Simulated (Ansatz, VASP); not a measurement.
# C: VASP beside Ansatz

```
C
1.0
     0.00000    1.80123    1.78340
     1.80123    0.00000    1.78340
     1.80123    1.80123    0.00000
C
2
Direct
  0.50000 0.50000 0.50000
  0.75000 0.75000 0.75000
```

Change from the starting cell: equal xx and yy strain of +1 %, crystal datasets.

Alike in both runs: task electric field gradients; functional LDA; k mesh 16 × 16 × 16; occupations fermi-dirac, width 0.03 eV; no spin polarisation.

```csv
,VASP,Ansatz
version,VASP 6.6.1,Ansatz 0.2.0
potentials or method,"VASP PAW LDA potentials, release 64 (C), cutoff 520 eV","all-electron PAW with datasets made for the crystal, scalar-relativistic"
```

```csv
,VASP,Ansatz,Ansatz less VASP
gap on the k mesh at the Fermi level (eV),3.80,3.80,+0.006
pressure (GPa),-19.8,-21.0,-1.26
"traceless stress, the component that is largest in VASP (GPa)",5.94,5.96,+0.013
size of Vzz on the site where it differs most (V/Å²),0.4,0.4,+0.05
```

LDA's correlation is that of Perdew and Zunger in VASP and of Perdew and Wang (1992) in Ansatz. Ansatz ran all-electron here, and VASP with PAW potentials.
